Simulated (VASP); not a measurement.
Input of a VASP 6.6.1 run:

INCAR

```
SYSTEM = Bi
ALGO = Normal ; EDIFF = 1E-7
ENCUT = 520 ; GGA = PE
ISIF = 2 ; ISMEAR = -1
LASPH = .True. ; LCHARG = .True.
LELF = .True. ; LREAL = .False.
LVHAR = .True. ; LWAVE = .False.
NBANDS = 38 ; NELM = 80
PREC = Accurate ; SIGMA = 0.1
```

Contents of KPOINTS:

```
k-points
0
Gamma
  14 14 4
  0 0 0
```

Contents of POSCAR:

```
Bi
1.0
    3.5251811388      0.0000000000      0.0000000000
   -1.7625905694      3.0528964191      0.0000000000
    0.0000000000      0.0000000000     11.7891833259
Bi
4
Direct
    1.0000000000      0.0000000000      0.0000000000
    0.0000000000      0.0000000000      0.5000000000
    0.3333333333      0.6666666667      0.2500000000
    0.6666666667      0.3333333333      0.7500000000
```

Potentials or basis: VASP PAW PBE potentials, release 64 (Bi_d).

Command:

```console
$ cat potpaw_PBE.64/Bi_d/POTCAR > POTCAR
$ mpirun -np 1 vasp_std > vasp.out
```

Q: What does it give for the band gap on the k mesh?

A: Zero (band 30 reaches 11.92 eV, above the bottom of band 31 at 5.86 eV).

Q: Predict the pressure.

A: -0.1 GPa.

Caveat: spin-orbit coupling is left out, which moves the levels of the heavy elements.
